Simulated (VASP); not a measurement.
# CdS: single point with PBE

Crystal: CdS.

```xyz
2
Lattice="0.0000 2.9392 2.9245 2.9392 0.0000 2.9245 2.9392 2.9392 0.0000" Properties=species:S:1:pos:R:3 pbc="T T T"
Cd    0.0000    0.0000    0.0000
S     1.4696    1.4696    1.4623
```

This cell differs from its parent crystal: uniaxial z strain -0.5%.

```yaml
Program: VASP 6.6.1
Task: single point
Functional: PBE
Potentials_or_basis: VASP PAW PBE potentials, release 64 (Cd, S)
Cutoff: 520 eV
k_mesh: 8 × 8 × 8
Occupations: fermi-dirac, width 0.02 eV
Spin: no spin polarisation
```

```json
{
 "Pressure": "2.0 GPa",
 "Band gap on the k mesh": "1.10 eV, direct"
}
```

Stress tensor (GPa, compression positive):
```
1.99 0.00 0.00
0.00 1.99 0.00
0.00 0.00 2.08
```

Levels at points of the mesh, in eV from the valence-band top:
| k point | band 7 | band 8 | band 9 | band 10 | band 11 | band 12 |
| --- | --- | --- | --- | --- | --- | --- |
| (0.00, 0.00, 0.00) | -0.01 | -0.01 | 0.00 | 1.10 | 6.54 | 6.54 |
| (0.50, 0.00, 0.00) | -4.30 | -0.75 | -0.73 | 2.98 | 6.98 | 7.02 |
| (0.50, 0.50, 0.00) | -3.86 | -1.84 | -1.84 | 3.56 | 4.29 | 9.18 |
| (0.50, 0.00, 0.50) | -3.89 | -1.82 | -1.82 | 3.58 | 4.33 | 9.13 |

It took 29 s on 1 thread of Intel Xeon 6975P-C, with other jobs on the host, peak memory 0.2 GiB.

Caveat: the cell differs from its parent crystal (uniaxial z strain -0.5%).
